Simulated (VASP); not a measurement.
Crystal: MgMo (L11 type).

```
Mg Mo
1.0
     1.37936   -0.79637    4.77753
     0.00000    1.59274    4.77753
    -1.37936   -0.79637    4.77753
Mg Mo
1 1
Cartesian
  0.0000 0.0000 0.0000
  0.0000 0.0000 7.1663
```

Base run:

| Property | Result |
| --- | --- |
| Program | VASP 6.6.1 |
| Functional | RPBE |
| Potentials or basis | VASP PAW PBE potentials, release 64 (Mg, Mo_sv) |
| Cutoff | 520 eV |
| k mesh | 13 × 13 × 13 |
| Occupations | fermi-dirac, width 0.03 eV |
| Spin | no spin polarisation |

Its results: band gap on the k mesh zero (band 8 reaches 9.56 eV, above the bottom of band 9 at 7.78 eV); pressure 16.6 GPa.

**Question.** The run is repeated on the same cell with these changes: functional from RPBE to PBEsol. What comes out?

**Answer.** Band gap on the k mesh zero (band 8 reaches 9.36 eV, above the bottom of band 9 at 7.58 eV); pressure 9.3 GPa.

PBEsol binds more tightly than RPBE, so the same cell stands under less pressure.

Caveats: the PAW data sets were made with another functional, which shifts forces and pressure a little.
